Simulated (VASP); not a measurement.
Write the native input for VASP 6.6.1 that does the following.

- Task: single point
- Functional: PBE
- Potentials or basis: VASP PAW PBE potentials, release 64 (Zn, O)
- Cutoff: 520 eV
- k mesh: 11 × 11 × 7
- Occupations: fermi-dirac, width 0.08 eV
- Spin: no spin polarisation
- Dipole correction: no
- Further INCAR settings: ALGO = Normal; EDIFF = 1e-06; NBANDS = 26

The structure of ZnO (NiAs type) lies in POSCAR:

```
ZnO
1.0
    2.6654997384      0.0000000000      0.0000000000
   -1.3327498692      2.3083904872      0.0000000000
    0.0000000000      0.0000000000      4.8152816878
Zn O
2 2
Direct
    0.0000000000      0.0000000000      0.0000000000
    0.0000000000      0.0000000000      0.5000000000
    0.3333333333      0.6666666667      0.2500000000
    0.6666666667      0.3333333333      0.7500000000
```

The input as run:

INCAR

```
PREC = Accurate
ENCUT = 520
EDIFF = 1E-6
ISMEAR = -1
SIGMA = 0.08
LREAL = F
LASPH = T
NELM = 80
ALGO = Normal
ISIF = 2
LWAVE = F
LCHARG = T
GGA = PE
LELF = T
LVHAR = T
NBANDS = 26
```

KPOINTS

```
regular mesh
0
Gamma
  11 11 7
```

Potentials or basis: VASP PAW PBE potentials, release 64 (Zn, O).

Command:

```console
$ cat potpaw_PBE.64/Zn/POTCAR potpaw_PBE.64/O/POTCAR > POTCAR
$ mpirun -np 1 vasp_std > vasp.out
```

Results of the run:

The pressure is 113.1 GPa. The band gap on the k mesh is 2.30 eV, direct.

Wall time 25 s on 1 thread of Intel(R) Xeon(R) 6975P-C (Granite Rapids), on a shared host, peak memory 0.16 GiB.
